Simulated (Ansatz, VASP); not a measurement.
Mg2C3 in VASP and in Ansatz

POSCAR

```
Mg2C3
1.0
    2.2462740604     -2.2014708588     -0.0071641157
    2.2462740604      2.2014708588     -0.0071641157
   -1.1531090171      0.0000000000      5.4863332740
Mg C
2 3
Direct
    0.8082382625      0.8082382625      0.1984312469
    0.1917617375      0.1917617375      0.8015687531
    0.3041690745      0.3041690745      0.2614645499
    0.6958309255      0.6958309255      0.7385354501
    0.5000000000      0.5000000000      0.5000000000
```

INCAR.step1

```
SYSTEM = Mg2C3
PREC     = Accurate       ! precision mode
ENCUT    = 520            ! plane-wave cutoff, eV
ISMEAR   = 0              ! smearing method
SIGMA    = 0.05           ! smearing width, eV
LREAL    = .False.        ! projectors in reciprocal space
LASPH    = .True.         ! aspherical terms in the spheres
NELM     = 100            ! most SCF steps
NBANDS   = 16             ! bands
GGA      = PE             ! functional
ALGO     = Normal         ! electronic algorithm
EDIFF    = 1E-4           ! SCF threshold, eV
LWAVE    = .True.         ! write WAVECAR
LCHARG   = .False.        ! write CHGCAR
```

INCAR.step2

```
SYSTEM = Mg2C3
PREC     = Accurate       ! precision mode
ENCUT    = 520            ! plane-wave cutoff, eV
EDIFF    = 1E-6           ! SCF threshold, eV
ISMEAR   = 0              ! smearing method
SIGMA    = 0.05           ! smearing width, eV
LREAL    = .False.        ! projectors in reciprocal space
LASPH    = .True.         ! aspherical terms in the spheres
NELM     = 100            ! most SCF steps
ALGO     = Normal         ! electronic algorithm
ISIF     = 2              ! what is computed and relaxed
LWAVE    = .False.        ! write WAVECAR
LCHARG   = .False.        ! write CHGCAR
METAGGA  = R2SCAN         ! meta-GGA
LMIXTAU  = .True.       
NBANDS   = 16             ! bands
ISTART   = 1
```

File KPOINTS:

```
regular mesh
0
Gamma
  10 10 6
  0 0 0
```

Input for Ansatz:

```yaml
crystal:
  lattice:
    - [2.2462740604, -2.2014708588, -0.0071641157]
    - [2.2462740604, 2.2014708588, -0.0071641157]
    - [-1.1531090171, 0.0, 5.486333274]
  atoms:
    - { symbol: Mg, position: [0.8082382625, 0.8082382625, 0.1984312469] }
    - { symbol: Mg, position: [0.1917617375, 0.1917617375, 0.8015687531] }
    - { symbol: C, position: [0.3041690745, 0.3041690745, 0.2614645499] }
    - { symbol: C, position: [0.6958309255, 0.6958309255, 0.7385354501] }
    - { symbol: C, position: [0.5, 0.5, 0.5] }
basis:
  ecutwfc: 500
kpoints:
  mp_grid: { grid: [10, 10, 6] }
hamiltonian:
  xc: r2scan
scf:
  occupations: { method: gaussian, width: 0.05 }
output:
  forces: true
  stress: true
  eigenvalues: true
```

Alike in both runs: task single point; functional r2SCAN; k mesh 10 × 10 × 6; occupations gaussian, width 0.05 eV; no spin polarisation.

|  | VASP | Ansatz |
| --- | --- | --- |
| version | VASP 6.6.1 | Ansatz 0.2.0 |
| potentials or method | VASP PAW PBE potentials, release 64 (Mg, C), cutoff 520 eV | scalar-relativistic, plane waves, PAW |
| valence electrons in the cell | 16 | 32 |

VASP gave:

| Quantity | Value |
| --- | --- |
| gap on the k mesh at the Fermi level (eV) | 0.70 |
| least direct gap on the mesh (eV) | 0.76 |
| pressure (GPa) | -7.5 |
| traceless stress, the component that is largest in VASP (GPa) | -38.71 |
| rms of the force components (eV/Å) | 1.638 |

Q: Estimate Ansatz's values.

A: gap on the k mesh at the Fermi level (eV): 0.71; least direct gap on the mesh (eV): 0.77; pressure (GPa): -7.2; traceless stress, the component that is largest in VASP (GPa): -39.06; rms of the force components (eV/Å): 1.671.

VASP's potentials were made for PBE, not for r2SCAN. Atom by atom the forces differ by 0.034 eV/Å (rms over components). VASP's potentials hold 16 valence electrons a cell and Ansatz's 32, so a difference there can come from the potentials and not from the codes.
